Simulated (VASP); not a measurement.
Input of a VASP 6.6.1 run:

The input POSCAR:

```
NaH
1.0
    0.0000000000      2.3975116371      2.3975116371
    2.3975116371      0.0000000000      2.3975116371
    2.3975116371      2.3975116371      0.0000000000
Na H
1 1
Direct
    0.0000000000      0.0000000000      0.0000000000
    0.5000000000      0.5000000000      0.5000000000
```

File INCAR.step1:

```
SYSTEM = NaH
ALGO = Normal ; EDIFF = 1E-8
ENCUT = 500 ; GGA = PE
ISMEAR = 0 ; LASPH = .True.
LCHARG = .False. ; LREAL = .False.
LWAVE = .True. ; NELM = 60
PREC = Accurate ; SIGMA = 0.01
```

Contents of INCAR.step2:

```
SYSTEM = NaH
ALGO = Exact ; EDIFF = 1E-8
ENCUT = 500 ; GGA = PE
ISMEAR = 0 ; ISTART = 1
LASPH = .True. ; LCHARG = .False.
LOPTICS = .True. ; LREAL = .False.
LWAVE = .True. ; NBANDS = 49
NELM = 1 ; PREC = Accurate
SIGMA = 0.01
```

File INCAR.step3:

```
SYSTEM = NaH
ALGO = EVGW0 ; EDIFF = 1E-8
ENCUT = 500 ; ENCUTGW = 80.0
GGA = PE ; ISMEAR = 0
ISTART = 1 ; LASPH = .True.
LCHARG = .False. ; LREAL = .False.
LWAVE = .False. ; NBANDS = 49
NBANDSGW = 13 ; NELMGW = 1
NOMEGA = 96 ; OMEGAMAX = 20
PREC = Accurate ; PRECFOCK = Fast
SIGMA = 0.01
```

The input KPOINTS:

```
k-points
0
Gamma
  8 8 8
  0 0 0
```

Potentials or basis: VASP PAW PBE potentials, release 64 (Na_sv_GW, H_GW).

Command:

```sh
$ cat potpaw_PBE.64/Na_sv_GW/POTCAR potpaw_PBE.64/H_GW/POTCAR > POTCAR
$ cp INCAR.step1 INCAR
$ mpirun -np 1 vasp_std > vasp.out
$ cp INCAR.step2 INCAR
$ mpirun -np 1 vasp_std > vasp.out
$ cp INCAR.step3 INCAR
$ mpirun -np 1 vasp_std > vasp.out
```

Question: Predict the quasiparticle gap.

Answer: 5.94 eV.

Question: Estimate the least direct quasiparticle gap.

Answer: 6.90 eV.

Question: What does it give for the band gap of the starting levels on the mesh?

Answer: 3.81 eV.

Question: What does it give for the least direct gap of the starting levels on the mesh?

Answer: 4.68 eV.

Caveat: bands, screening cutoff and mesh are small and nothing is extrapolated, so the quasiparticle values aren't converged.
